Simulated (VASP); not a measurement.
AlN, 4 atoms in the cell. The structure is hexagonal, space group P6_3/mmc (No. 194). The conventional cell has a = 3.361 Å, b = 3.361 Å, c = 3.934 Å, α = 90.00°, β = 90.00°, γ = 120.00°. Within 2.6 Å of Al (site symmetry -6m2) lie 5 N at 1.94 to 1.97 Å. Within 2.6 Å of N (site symmetry -6m2) lie 5 Al at 1.94 to 1.97 Å. 

| Property | Result |
| --- | --- |
| Program | VASP 6.6.1 |
| Task | single point |
| Functional | PBEsol |
| Potentials or basis | VASP PAW PBE potentials, release 64 (Al, N) |
| Cutoff | 520 eV |
| k mesh | 9 × 9 × 6 |
| Occupations | gaussian, width 0.05 eV |
| Spin | no spin polarisation |
| Dipole correction | no |
| Further INCAR settings | ALGO = Normal; EDIFF = 1e-07; NBANDS = 16 |

Potentials or basis: VASP PAW PBE potentials, release 64 (Al, N).

Run with:

```sh
$ cat potpaw_PBE.64/Al/POTCAR potpaw_PBE.64/N/POTCAR > POTCAR
$ mpirun -np 1 vasp_std > vasp.out
```

Hardware: 1 thread of AMD EPYC 7R13, on a shared host.

Problem. How long does it take, and how much memory?

Solution. It took 66 s on 1 thread of AMD EPYC 7R13, on a shared host, peak memory 0.14 GiB. Counts: scf iterations 14, k points 48.
